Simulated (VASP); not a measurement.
Here is a VASP 6.6.1 calculation.

Contents of INCAR:

```
SYSTEM = Be24NO
ALGO = Normal
DIPOL = 0.5 0.5 0.296
EDIFF = 1E-6
ENCUT = 520
GGA = PE
GGA_COMPAT = .False.
IDIPOL = 3
ISIF = 2
ISMEAR = 0
ISPIN = 2
KPAR = 4
LASPH = .True.
LCHARG = .False.
LDIPOL = .True.
LORBIT = 11
LREAL = .False.
LWAVE = .False.
MAGMOM = 0 0 0 0 0 0 0 0 0 0 0 0 0 0 0 0 0 0 0 0 0 0 0 0 1 0
NBANDS = 52
NELM = 200
NELMDL = -8
PREC = Accurate
SIGMA = 0.1
```

Contents of KPOINTS:

```
k-points
0
Gamma
  6 4 1
  0 0 0
```

File POSCAR:

```
Be24NO
1.0
    4.5254381411      0.0000000000      0.0000000000
    0.0000000000      7.1336190820      0.0000000000
    0.0000000000      0.0000000000     22.3685529248
Be N O
24 1 1
Direct
    0.0000000000      0.3750000000      0.1788224752
    0.0000000000      0.8750000000      0.1788224752
    0.5000000000      0.3750000000      0.1788224752
    0.5000000000      0.8750000000      0.1788224752
    0.2500000000      0.1250000000      0.2080237711
    0.2500000000      0.6250000000      0.2080237711
    0.7500000000      0.1250000000      0.2080237711
    0.7500000000      0.6250000000      0.2080237711
    0.2500000000      0.3750000000      0.2664263628
    0.2500000000      0.8750000000      0.2664263628
    0.7500000000      0.3750000000      0.2664263628
    0.7500000000      0.8750000000      0.2664263628
    0.0000000000      0.1250000000      0.2903069137
    0.0000000000      0.6250000000      0.2903069137
    0.5000000000      0.1250000000      0.2903069137
    0.5000000000      0.6250000000      0.2903069137
    0.0000000000      0.3750000000      0.3546814205
    0.0000000000      0.8750000000      0.3546814205
    0.5000000000      0.3750000000      0.3546814205
    0.5000000000      0.8750000000      0.3546814205
    0.2500000000      0.1250000000      0.3741213369
    0.2500000000      0.6250000000      0.3741213369
    0.7500000000      0.1250000000      0.3741213369
    0.7500000000      0.6250000000      0.3741213369
    0.7500000000      0.4583333333      0.4827559906
    0.8487676923      0.5571010257      0.5200577331
```

Potentials or basis: VASP PAW PBE potentials, release 64 (Be, N, O).

Launch:

```sh
$ cat potpaw_PBE.64/Be/POTCAR potpaw_PBE.64/N/POTCAR potpaw_PBE.64/O/POTCAR > POTCAR
$ mpirun -np 4 vasp_std > vasp.out
```

**Question.** Predict the site moments.

**Answer.** Be -0.00, +0.00, +0.01 (each value once); N +0.06; O +0.05 μB.

**Question.** What does it give for the largest force?

**Answer.** 1.067 eV/Å.

Forces on the atoms (eV/Å):
```
Be   0.006  0.006  0.570
Be  -0.010  0.007  0.550
Be  -0.003 -0.011  0.566
Be   0.012  0.028  0.567
Be   0.004  0.001 -0.726
Be  -0.001 -0.035 -0.686
Be  -0.005  0.007 -0.724
Be   0.001 -0.020 -0.703
Be   0.008 -0.010  0.162
Be   0.010  0.006  0.144
Be  -0.014 -0.003  0.163
Be  -0.004  0.026  0.150
Be   0.010 -0.020  0.029
Be   0.003 -0.008  0.071
Be  -0.005 -0.027 -0.006
Be   0.014 -0.001  0.051
Be   0.037 -0.065  0.028
Be  -0.003  0.024 -0.048
Be  -0.053 -0.053 -0.100
Be  -0.008  0.024 -0.038
Be  -0.001  0.035  0.021
Be   0.067  0.006 -0.051
Be   0.014 -0.025 -0.026
Be  -0.058 -0.099  0.267
N    0.337  0.929  0.401
O   -0.360 -0.721 -0.633
```

Caveat: the standard files for N, O and F lose accuracy on very short bonds.
